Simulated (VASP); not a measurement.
Here is a VASP 6.6.1 calculation.

Contents of INCAR:

```
  PREC = Accurate
  ENCUT = 520
  EDIFF = 1E-6
  ISMEAR = 0
  SIGMA = 0.05
  LREAL = F
  LASPH = T
  NELM = 80
  ALGO = Normal
  ISIF = 2
  LWAVE = F
  LCHARG = T
  GGA = PE
  IVDW = 13
  LELF = T
  LVHAR = T
  NBANDS = 18
```

Contents of KPOINTS:

```
Automatic mesh
0
Gamma
  6 6 6
```

The input POSCAR:

```
BiTe
1.0
    0.0000000000      3.2284036520      3.2284036520
    3.2284036520      0.0000000000      3.2284036520
    3.2284036520      3.2284036520      0.0000000000
Bi Te
1 1
Direct
    0.5000000000      0.5000000000      0.5000000000
    0.0000000000      0.0000000000      0.0000000000
```

Potentials or basis: VASP PAW PBE potentials, release 64 (Bi_d, Te).

Command:

```sh
$ cat potpaw_PBE.64/Bi_d/POTCAR potpaw_PBE.64/Te/POTCAR > POTCAR
$ mpirun -np 1 vasp_std > vasp.out
```

Q: Predict the dispersion energy per atom.

A: -0.497 eV.

Q: What does it give for the pressure?

A: -1.0 GPa.

Caveat: pairwise dispersion overbinds metals, which lowers pressure and volume.
